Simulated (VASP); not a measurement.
# BHPb (Cmcm) in VASP: single point with r2SCAN

Aim: the single point of BHPb with r2SCAN.

All numbers are computed with VASP 6.6.1; they aren't measurements. Logs are shortened: lines on timing, memory, paths and dates and some standing lists are left out, and cuts for length are marked.

**1. The cell of the first run**

Symmetry: Cmcm, No. 63, orthorhombic system. The conventional cell has a = 3.378 Å, b = 14.672 Å, c = 3.273 Å, α = 90.00°, β = 90.00°, γ = 90.00°. H (site symmetry m2m) has 6 B at 2.48 to 2.50 Å and 5 Pb at 2.85 to 3.09 Å and 6 H at 3.11 to 3.38 Å within 3.4 Å. Pb (site symmetry m2m) has 1 B at 2.41 Å and 8 Pb at 2.78 to 3.38 Å and 5 H at 2.85 to 3.09 Å within 3.4 Å. B (site symmetry m2m) has 2 B at 1.94 Å and 1 Pb at 2.41 Å and 6 H at 2.48 to 2.50 Å within 2.6 Å.

**2. Single point, r2SCAN**

File POSCAR:

```
BHPb
1.0
    3.3779460000      0.0000000000      0.0000000000
    1.6889730000     -7.3359220000      0.0000000000
    0.0000000000      0.0000000000     -3.2728600000
H Pb B
2 2 2
Direct
    0.9100200000      0.1799600000      0.7500000000
    0.0899800000      0.8200400000      0.2500000000
    0.3005800000      0.3988400000      0.2500000000
    0.6994200000      0.6011600000      0.7500000000
    0.4645000000      0.0710000000      0.2500000000
    0.5355000000      0.9290000000      0.7500000000
```

File INCAR.step1:

```
ALGO = Normal
EDIFF = 1E-4
ENCUT = 520
GGA = PE
ISMEAR = -1
LASPH = True
LCHARG = False
LREAL = False
LWAVE = True
NBANDS = 27
NELM = 60
PREC = Accurate
SIGMA = 0.1
```

File INCAR.step2:

```
ALGO = Normal
EDIFF = 1E-6
ENCUT = 520
ISIF = 2
ISMEAR = -1
ISTART = 1
LASPH = True
LCHARG = True
LELF = True
LMIXTAU = True
LREAL = False
LVHAR = True
LWAVE = False
METAGGA = R2SCAN
NBANDS = 27
NELM = 60
PREC = Accurate
SIGMA = 0.1
```

File KPOINTS:

```
k-points
0
Gamma
  8 8 8
```

Potentials or basis: VASP PAW PBE potentials, release 64 (H, Pb_d, B).

Launch:

```bash
cat potpaw_PBE.64/H/POTCAR potpaw_PBE.64/Pb_d/POTCAR potpaw_PBE.64/B/POTCAR > POTCAR
cp INCAR.step1 INCAR
mpirun -np 1 vasp_std > vasp.out
cp INCAR.step2 INCAR
mpirun -np 1 vasp_std > vasp.out
```

OUTCAR:

```text
EDIFF = 1E-6
   ENCUT = 520
   ISIF = 2
   ISMEAR = -1
   ISTART = 1
   LASPH = True
   LREAL = False
   METAGGA = R2SCAN
   NELM = 60
   PREC = Accurate

 ion  position               nearest neighbor table
   1  0.910  0.180  0.750-
   2  0.090  0.820  0.250-
   3  0.301  0.399  0.250-   5 2.41   4 2.78   4 2.78   4 2.78   4 2.78
   4  0.699  0.601  0.750-   6 2.41   3 2.78   3 2.78   3 2.78   3 2.78
   5  0.465  0.071  0.250-   6 1.94   6 1.94   3 2.41
   6  0.535  0.929  0.750-   5 1.94   5 1.94   4 2.41

  LATTYP: Found a base centered orthorhombic cell.
 ALAT       =     3.3779460000
 B/A-ratio  =     4.3434217125
 C/A-ratio  =     0.9688905625

  Lattice vectors:

 A1 = (   1.6889730000,   7.3359220000,   0.0000000000)
 A2 = (   1.6889730000,  -7.3359220000,   0.0000000000)
 A3 = (   0.0000000000,   0.0000000000,  -3.2728600000)

Analysis of symmetry for initial positions (statically):
=====================================================================
 Subroutine PRICEL returns:
 Original cell was already a primitive cell.

 Routine SETGRP: Setting up the symmetry group for a
 base centered orthorhombic supercell.

 Subroutine GETGRP returns: Found  8 space group operations
 (whereof  4 operations were pure point group operations)
 out of a pool of  8 trial point group operations.

The static configuration has the point symmetry C_2h.
 The point group associated with its full space group is D_2h.

Analysis of symmetry for dynamics (positions and initial velocities):
=====================================================================
 Subroutine PRICEL returns:
 Original cell was already a primitive cell.

 Routine SETGRP: Setting up the symmetry group for a
 base centered orthorhombic supercell.

 Subroutine GETGRP returns: Found  8 space group operations
 (whereof  4 operations were pure point group operations)
 out of a pool of  8 trial point group operations.

The dynamic configuration has the point symmetry C_2h.
 The point group associated with its full space group is D_2h.

 Subroutine INISYM returns: Found  8 space group operations
 (whereof  4 operations are pure point group operations),
 and found     1 'primitive' translations

----------------------------------------------------------------------------------------

                                     Primitive cell

  volume of cell :      81.1026

  direct lattice vectors                    reciprocal lattice vectors
     3.377946000  0.000000000  0.000000000     0.296037888  0.068157758  0.000000000
     1.688973000 -7.335922000  0.000000000     0.000000000 -0.136315517  0.000000000
     0.000000000  0.000000000 -3.272860000     0.000000000  0.000000000 -0.305543164

  length of vectors
     3.377946000  7.527840420  3.272860000     0.303782671  0.136315517  0.305543164

  position of ions in fractional coordinates (direct lattice)
     0.910020000  0.179960000  0.750000000
     0.089980000  0.820040000  0.250000000
     0.300580000  0.398840000  0.250000000
     0.699420000  0.601160000  0.750000000
     0.464500000  0.071000000  0.250000000
     0.535500000  0.929000000  0.750000000

  ion indices of the primitive-cell ions
   primitive index   ion index
                 1           1
                 2           2
                 3           3
                 4           4
                 5           5
                 6           6

----------------------------------------------------------------------------------------

 KPOINTS: k-points

Automatic generation of k-mesh.
 Grid dimensions read from file:
 generate k-points for:    8    8    8

 Generating k-lattice:

  Cartesian coordinates                     Fractional coordinates (reciprocal lattice)
     0.037004736  0.008519720  0.000000000     0.125000000  0.000000000  0.000000000
     0.000000000 -0.017039440  0.000000000     0.000000000  0.125000000  0.000000000
     0.000000000  0.000000000 -0.038192896     0.000000000  0.000000000  0.125000000

  Length of vectors
     0.037972834  0.017039440  0.038192896

  Shift w.r.t. Gamma in fractional coordinates (k-lattice)
     0.000000000  0.000000000  0.000000000

 Subroutine IBZKPT returns following result:
 ===========================================

 Found    105 irreducible k-points:

 Following reciprocal coordinates:
            Coordinates               Weight
  0.000000  0.000000  0.000000      1.000000
  0.125000  0.000000  0.000000      4.000000
  0.250000  0.000000  0.000000      4.000000
  0.375000 -0.000000  0.000000      4.000000
  0.500000  0.000000  0.000000      2.000000
  0.000000  0.125000  0.000000      2.000000
[... 16 lines left out ...]
  0.125000  0.000000  0.125000      8.000000
  0.250000  0.000000  0.125000      8.000000
 [... further k-points ...]
   k-points           NKPTS =    105   k-points in BZ     NKDIM =    105   number of bands    NBANDS=     27
   number of dos      NEDOS =    301   number of ions     NIONS =      6
   total plane-waves  NPLWV =  37632
   dimension x,y,z NGX =    28 NGY =   56 NGZ =   24
   dimension x,y,z NGXF=    56 NGYF=  112 NGZF=   48
   ions per type =               2   2   2
   NGX,Y,Z   is equivalent  to a cutoff of  13.78, 12.37, 12.19 a.u.
   NGXF,Y,Z  is equivalent  to a cutoff of  27.56, 24.73, 24.38 a.u.
 SYSTEM =  unknown system
   PREC   = accura    normal or accurate (medium, high low for compatibility)
   ISTART =      1    job   : 0-new  1-cont  2-samecut
   ICHARG =      0    charge: 1-file 2-atom 10-const
   ISPIN  =      1    spin polarized calculation?
   LNONCOLLINEAR =      F non collinear calculations
   LSORBIT =      F    spin-orbit coupling
   LASPH  =      T    aspherical Exc in radial PAW
   ENCUT  =  520.0 eV  38.22 Ry    6.18 a.u.   6.28 14.00  6.09*2*pi/ulx,y,z
   NELM   =     60;   NELMIN=  2; NELMDL=  0     # of ELM steps
   EDIFF  = 0.1E-05   stopping-criterion for ELM
   LREAL  =      F    real-space projection
[... 7 lines left out ...]
   TEBEG  =    0.0;   TEEND  =   0.0 temperature during run
   PSTRESS=    0.0 pullay stress
   NELECT =      36.0000    total number of electrons
   NUPDOWN=      -1.0000    fix difference up-down
   EMIN   =  10.00;   EMAX   =-10.00  energy-range for DOS
   EFERMI =   0.00;   METHOD = LEGACY
   ISMEAR =    -1;   SIGMA  =   0.10  broadening in eV -4-tet -1-fermi 0-gaus
   EFERMI_NEDOS =   21; number of points for ismear=-14 and -15
   IALGO  =     38    algorithm
   IMIX   =      4    mixing-type and parameters
     AMIX     =   0.40;   BMIX     =  1.00
     AMIX_MAG =   1.60;   BMIX_MAG =  1.00
  volume/ion in A,a.u.               =      13.52        91.22
  Fermi-wavevector in a.u.,A,eV,Ry     =   1.248813  2.359914 21.218745  1.559534
  Thomas-Fermi vector in A             =   2.382882
   LORBIT       =      0    0 simple, 1 ext, 2 COOP (PROOUT), +10 PAW based schemes
   METAGGA = R2SCAN    functional components
   LHFCALC =     F    Hartree Fock is set to
   AEXX    =    0.0000 exact exchange contribution
   IVDW    =     0    specifies the selected vdW correction
   LEPSILON=     F    determine dielectric tensor
   LRPA    =     F    only Hartree local field effects (RPA)
 non-spin polarized calculation
  energy-cutoff  :      520.00
  volume of cell :       81.10
 maximum number of plane-waves:      2208
 NGX is ok and might be reduce to    28
   NGX = 13   NGY = 27   NGZ = 13

 number of electron      35.9999995 magnetization

 Free energy of the ion-electron system (eV)
  ---------------------------------------------------
  ext. energy  EPLUGINS =         0.00000000
  ---------------------------------------------------
  free energy    TOTEN  =      -124.60385440 eV

  energy without entropy =     -124.54971386  energy(sigma->0) =     -124.57678413

 E-fermi :   6.5475     XC(G=0): -11.3298

 val. band max:        6.5345701905   @ k =  -0.1250   0.1250   0.5000
 cond. band min:       6.5884551783   @ k =   0.3750  -0.0000   0.3750
 fundamental gap:      0.0538849878
 Fermi energy:         6.5475354366

 k-point     1 :       0.0000    0.0000    0.0000
  band No.  band energies     occupation
      1     -12.6040      2.00000
      2     -12.2013      2.00000
      3     -12.1750      2.00000
      4     -12.0490      2.00000
      5     -11.9846      2.00000
      6     -11.6132      2.00000
[... 19 lines left out ...]
     26      14.0345      0.00000
     27      14.1999      0.00000

 k-point     2 :       0.1250    0.0000    0.0000
  band No.  band energies     occupation
      1     -12.5696      2.00000
      2     -12.2108      2.00000
      3     -12.1840      2.00000
      4     -12.0255      2.00000
      5     -11.9860      2.00000
      6     -11.6965      2.00000
[... 19 lines left out ...]
     26      14.2547      0.00000
     27      14.4982      0.00000

 k-point     3 :       0.2500    0.0000    0.0000
  band No.  band energies     occupation
      1     -12.5176      2.00000
      2     -12.2818      2.00000
      3     -12.1262      2.00000
      4     -12.0509      2.00000
      5     -11.9218      2.00000
      6     -11.8501      2.00000
[... 19 lines left out ...]
     26      14.5473      0.00000
     27      15.0783      0.00000

 k-point     4 :       0.3750   -0.0000    0.0000
  band No.  band energies     occupation
      1     -12.4601      2.00000
      2     -12.3279      2.00000
      3     -12.2381      2.00000
      4     -12.1611      2.00000
      5     -11.8119      2.00000
      6     -11.6848      2.00000
[... 19 lines left out ...]
     26      14.2268      0.00000
     27      15.2449      0.00000
[... 516 lines left out ...]
      4     -12.0910      2.00000
      5     -11.9311      2.00000
      6     -11.6482      2.00000
[... 19 lines left out ...]
     26      14.5039      0.00000
     27      15.2975      0.00000

 k-point    23 :       0.1250    0.0000    0.1250
  band No.  band energies     occupation
      1     -12.5126      2.00000
      2     -12.2639      2.00000
      3     -12.1839      2.00000
      4     -12.0235      2.00000
      5     -11.9694      2.00000
      6     -11.6258      2.00000
[... 19 lines left out ...]
     26      14.5828      0.00000
     27      14.8962      0.00000

 k-point    24 :       0.2500    0.0000    0.1250
  band No.  band energies     occupation
      1     -12.4557      2.00000
      2     -12.3408      2.00000
      3     -12.1369      2.00000
      4     -11.9972      2.00000
      5     -11.8914      2.00000
      6     -11.8191      2.00000
[... 19 lines left out ...]
     26      14.8709      0.00000
     27      15.8305      0.00000

 [... further k-points ...]

------------------------ aborting loop because EDIFF is reached ----------------------------------------

  FORCE on cell =-STRESS in cart. coord.  units (eV):
  Direction    XX          YY          ZZ          XY          YZ          ZX
  --------------------------------------------------------------------------------------
  -------------------------------------------------------------------------------------
  Total       11.7916572      0.2776485      6.6167567      0.0000000     -0.0000000      0.0000000
  in kB      232.9434968      5.4849297    130.7136414      0.0000000     -0.0000000      0.0000000
  external PRESSURE =     123.0473560 kB  Pullay stress =       0.0000000 kB

 VOLUME and BASIS-vectors are now :
 -----------------------------------------------------------------------------
  energy-cutoff  :      520.00
  volume of cell :       81.10
      direct lattice vectors                 reciprocal lattice vectors
     3.377946000  0.000000000  0.000000000     0.296037888  0.068157758  0.000000000
     1.688973000 -7.335922000  0.000000000     0.000000000 -0.136315517  0.000000000
     0.000000000  0.000000000 -3.272860000     0.000000000  0.000000000 -0.305543164

 POSITION                                       TOTAL-FORCE (eV/Angst)
 -----------------------------------------------------------------------------------
      3.37795     -1.32017     -2.45465        -0.000000      0.349644      0.000000
      1.68897     -6.01575     -0.81822         0.000000     -0.349644      0.000000
      1.68897     -2.92586     -0.81822         0.000000      5.046744      0.000000
      3.37795     -4.41006     -2.45465         0.000000     -5.046744      0.000000
      1.68897     -0.52085     -0.81822         0.000000      3.641852      0.000000
      3.37795     -6.81507     -2.45465        -0.000000     -3.641852     -0.000000
 -----------------------------------------------------------------------------------
    total drift:                                0.000000     -0.000000     -0.000000

  FREE ENERGIE OF THE ION-ELECTRON SYSTEM (eV)
  ---------------------------------------------------
  free  energy   TOTEN  =      -124.6038544005 eV

  energy  without entropy=     -124.5497138577  energy(sigma->0) =     -124.57678413
```

Run time: 11 min. Hardware: 1 thread of Intel Xeon Platinum 8259CL at 2.50GHz (Skylake/Cascade Lake), shared host; peak memory 0.34 GiB.

Results:

- Free energy: -124.6039 eV
- Pressure: 12.3 GPa
- Largest force: 5.047 eV/Å
- Band gap on the k mesh: zero (bands 18 and 19 overlap by 3.39 eV)

Forces in eV/Å, atoms in the order of the input:
```
H    0.000  0.350  0.000
H    0.000 -0.350  0.000
Pb   0.000  5.047  0.000
Pb   0.000 -5.047  0.000
B    0.000  3.642  0.000
B    0.000 -3.642  0.000
```

Stress tensor (GPa, compression positive):
```
23.29  0.00  0.00
 0.00  0.55  0.00
 0.00  0.00 13.07
```

Caveat: the cell stands under pressure; the PAW data sets were made with another functional, which shifts forces and pressure a little; spin-orbit coupling is left out, which moves the levels of the heavy elements.
